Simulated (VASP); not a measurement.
# PrBiC (P4/mmm) in VASP: further runs

PrBiC is run at these levels: PBE, PBE+D3(BJ); tasks: relaxation of cell and atoms, single point.

Everything below comes from runs of VASP 6.6.1. Logs are shortened: lines on timing, memory, paths and dates and some standing lists are left out, and cuts for length are marked.

## 1. The cell of the first run

Symmetry: P4/mmm, No. 123, tetragonal system. Conventional cell: a = 3.586 Å, b = 3.586 Å, c = 6.648 Å, α = 90.00°, β = 90.00°, γ = 90.00°. Within 3.4 Å of Pr (site symmetry 4/mmm) lie 4 C at 2.54 Å and 2 Bi at 3.32 Å. Bi (site symmetry 4/mmm) has 2 Pr at 3.32 Å and 4 Bi at 3.59 Å and 8 C at 4.18 Å within 4.4 Å. Within 3.3 Å of C (site symmetry 4/mmm) lie 4 Pr at 2.54 Å.

The cell was generated, and may not be a known phase.

## 2. Relaxation of cell and atoms, PBE

Input file INCAR:

```
PREC = Accurate
ENCUT = 600
EDIFF = 1E-7
ISMEAR = 0
SIGMA = 0.1
LREAL = False
LASPH = True
NELM = 200
ALGO = Normal
ISIF = 3
LWAVE = False
LCHARG = False
GGA = PE
IBRION = 2
NSW = 90
EDIFFG = -0.04
GGA_COMPAT = False
NELMIN = 4
LMAXMIX = 6
```

Input file KPOINTS:

```
regular mesh
0
Gamma
  6 6 4
```

Input file POSCAR:

```
PrBiC
1.0
    3.5863399043      0.0000000000      0.0000000000
    0.0000000000      3.5863399043      0.0000000000
    0.0000000000      0.0000000000      6.6483644728
Pr Bi C
1 1 1
Direct
    0.5000000000      0.5000000000      0.0000000000
    0.5000000000      0.5000000000      0.5000000000
    0.0000000000      0.0000000000      0.0000000000
```

Potentials or basis: VASP PAW PBE potentials, release 64 (Pr_3, Bi_d, C), 4f in core.

Command:

```bash
cat potpaw_PBE.64/Pr_3/POTCAR potpaw_PBE.64/Bi_d/POTCAR potpaw_PBE.64/C/POTCAR > POTCAR
mpirun -np 1 vasp_std > vasp.out
```

OUTCAR:

```text
PREC = Accurate
   ENCUT = 600
   EDIFF = 1E-7
   ISMEAR = 0
   LREAL = False
   LASPH = True
   NELM = 200
   ISIF = 3
   GGA = PE
   IBRION = 2
   NSW = 90
   EDIFFG = -0.04
   NELMIN = 4

 ion  position               nearest neighbor table
   1  0.500  0.500  0.000-   3 2.54   3 2.54   3 2.54   3 2.54   2 3.32   2 3.32
   2  0.500  0.500  0.500-   1 3.32   1 3.32
   3  0.000  0.000  0.000-   1 2.54   1 2.54   1 2.54   1 2.54

  LATTYP: Found a simple tetragonal cell.
 ALAT       =     3.5863399043
 C/A-ratio  =     1.8538021075

  Lattice vectors:

 A1 = (   3.5863399043,   0.0000000000,   0.0000000000)
 A2 = (   0.0000000000,   3.5863399043,   0.0000000000)
 A3 = (   0.0000000000,   0.0000000000,   6.6483644728)

Analysis of symmetry for initial positions (statically):
=====================================================================
 Subroutine PRICEL returns:
 Original cell was already a primitive cell.

 Routine SETGRP: Setting up the symmetry group for a
 simple tetragonal supercell.

 Subroutine GETGRP returns: Found 16 space group operations
 (whereof 16 operations were pure point group operations)
 out of a pool of 16 trial point group operations.

The static configuration has the point symmetry D_4h.

Analysis of symmetry for dynamics (positions and initial velocities):
=====================================================================
 Subroutine PRICEL returns:
 Original cell was already a primitive cell.

 Routine SETGRP: Setting up the symmetry group for a
 simple tetragonal supercell.

 Subroutine GETGRP returns: Found 16 space group operations
 (whereof 16 operations were pure point group operations)
 out of a pool of 16 trial point group operations.

The dynamic configuration has the point symmetry D_4h.

 Subroutine INISYM returns: Found 16 space group operations
 (whereof 16 operations are pure point group operations),
 and found     1 'primitive' translations

----------------------------------------------------------------------------------------

                                     Primitive cell

  volume of cell :      85.5102

  direct lattice vectors                    reciprocal lattice vectors
[... 95 lines left out ...]
   ISIF   =      3    stress and relaxation
   ISYM   =      2    0-nonsym 1-usesym 2-fastsym
   POTIM  = 0.5000    time-step for ionic-motion
   TEBEG  =    0.0;   TEEND  =   0.0 temperature during run
   PSTRESS=    0.0 pullay stress
   NELECT =      30.0000    total number of electrons
   NUPDOWN=      -1.0000    fix difference up-down
   EMIN   =  10.00;   EMAX   =-10.00  energy-range for DOS
   EFERMI =   0.00;   METHOD = LEGACY
   ISMEAR =     0;   SIGMA  =   0.10  broadening in eV -4-tet -1-fermi 0-gaus
   EFERMI_NEDOS =   21; number of points for ismear=-14 and -15
   IALGO  =     38    algorithm
   IMIX   =      4    mixing-type and parameters
     AMIX     =   0.40;   BMIX     =  1.00
     AMIX_MAG =   1.60;   BMIX_MAG =  1.00
  volume/ion in A,a.u.               =      28.50       192.35
  Fermi-wavevector in a.u.,A,eV,Ry     =   1.154630  2.181934 18.138872  1.333169
  Thomas-Fermi vector in A             =   2.291265
   LORBIT       =      0    0 simple, 1 ext, 2 COOP (PROOUT), +10 PAW based schemes
   GGA     = PE    functional components
   LHFCALC =     F    Hartree Fock is set to
   AEXX    =    0.0000 exact exchange contribution
   IVDW    =     0    specifies the selected vdW correction
   LEPSILON=     F    determine dielectric tensor
   LRPA    =     F    only Hartree local field effects (RPA)
 conjugate gradient relaxation of ions
 non-spin polarized calculation
 Gauss-broadening in eV      SIGMA  =   0.10
  energy-cutoff  :      600.00
  volume of cell :       85.51
 maximum number of plane-waves:      2892
 NGX is ok and might be reduce to    30
   NGX = 15   NGY = 15   NGZ = 27

--------------------------------------- Ionic step        1  -------------------------------------------

 number of electron      30.0000004 magnetization

 Free energy of the ion-electron system (eV)
  ---------------------------------------------------
  ext. energy  EPLUGINS =         0.00000000
  ---------------------------------------------------
  free energy    TOTEN  =       -15.52232898 eV

  energy without entropy =      -15.50025689  energy(sigma->0) =      -15.51129294

------------------------ aborting loop because EDIFF is reached ----------------------------------------

  FORCE on cell =-STRESS in cart. coord.  units (eV):
  Direction    XX          YY          ZZ          XY          YZ          ZX
  --------------------------------------------------------------------------------------
  -------------------------------------------------------------------------------------
  Total       -1.5083243     -1.5083243      1.1282023      0.0000000      0.0000000      0.0000000
  in kB      -28.2610041    -28.2610041     21.1387770      0.0000000      0.0000000      0.0000000
  external PRESSURE =     -11.7944104 kB  Pullay stress =       0.0000000 kB
[... 135 lines left out ...]
--------------------------------------- Ionic step        5  -------------------------------------------

 number of electron      30.0000002 magnetization

 Free energy of the ion-electron system (eV)
  ---------------------------------------------------
  ext. energy  EPLUGINS =         0.00000000
  ---------------------------------------------------
  free energy    TOTEN  =       -15.57602690 eV

  energy without entropy =      -15.56013083  energy(sigma->0) =      -15.56807886

 E-fermi :   3.4425     XC(G=0):  -9.3650

 val. band max:        3.4249153015   @ k =   0.5000   0.3333   0.5000
 cond. band min:       3.4533066584   @ k =   0.3333   0.0000   0.0000
 fundamental gap:      0.0283913569
 Fermi energy:         3.4425457761

 k-point     1 :       0.0000    0.0000    0.0000
  band No.  band energies     occupation
      1     -31.6724      2.00000
      2     -18.9662      2.00000
      3     -18.8465      2.00000
      4     -18.8232      2.00000
      5     -18.7850      2.00000
      6     -18.7850      2.00000
[... 505 lines left out ...]
      6     -18.7768      2.00000
[... 11 lines left out ...]
     18       7.8425      0.00000
     19       9.1903      0.00000

 [... further k-points ...]

------------------------ aborting loop because EDIFF is reached ----------------------------------------

  FORCE on cell =-STRESS in cart. coord.  units (eV):
  Direction    XX          YY          ZZ          XY          YZ          ZX
  --------------------------------------------------------------------------------------
  -------------------------------------------------------------------------------------
  Total       -0.0343149     -0.0343149     -0.0081982      0.0000000     -0.0000000      0.0000000
  in kB       -0.6466219     -0.6466219     -0.1544855      0.0000000     -0.0000000      0.0000000
  external PRESSURE =      -0.4825764 kB  Pullay stress =       0.0000000 kB
[... 18 lines left out ...]
  FREE ENERGIE OF THE ION-ELECTRON SYSTEM (eV)
  ---------------------------------------------------
  free  energy   TOTEN  =       -15.5760268968 eV

  energy  without entropy=      -15.5601308306  energy(sigma->0) =      -15.56807886

 reached required accuracy - stopping structural energy minimisation
```

Run time: 3.5 min. Hardware: 1 thread of Intel Xeon Platinum 8259CL at 2.50GHz (Skylake/Cascade Lake), shared host; peak memory 0.26 GiB.

Results:

* Free energy: -15.5760 eV
* Relaxed volume: 28.34 Å³/atom
* Relaxed cell: a = 3.512 Å, b = 3.512 Å, c = 6.894 Å, α = 90.00°, β = 90.00°, γ = 90.00°
* Space group after relaxing (to 0.1 Å): P4/mmm (No. 123)
* Energy gained by relaxing: 17.9 meV/atom
* Ionic steps: 5
* Pressure after relaxing: 0.0 GPa
* Band gap on the k mesh: zero (bands 15 and 16 overlap by 1.97 eV)

The path:
```
step  energy change (eV)  largest force (eV/Å)  pressure (GPa)  volume (Å³)
   1              0.0000                0.0000           -1.18        85.51
   2             -0.0460                0.0000            1.02        82.89
   3             -0.0462                0.0000            0.86        83.06
   4             -0.0533                0.0000            0.18        84.50
   5             -0.0537                0.0000           -0.05        85.02
```

Final structure:
```
Pr Bi C
1.0
     3.51187    0.00000    0.00000
     0.00000    3.51187    0.00000
     0.00000    0.00000    6.89390
Pr Bi C
1 1 1
Direct
  0.50000 0.50000 0.00000
  0.50000 0.50000 0.50000
  0.00000 0.00000 0.00000
```

Caveat: spin-orbit coupling is left out, which moves the levels of the heavy elements; the 4f electrons are frozen in the core, so they carry no moment and show no levels. Spin polarisation is off, so any magnetic state and its effect on volume and gap are missing.

[end of part 1 of 2]

The gap in the log of VASP goes by the Fermi energy; the results here count the filled bands.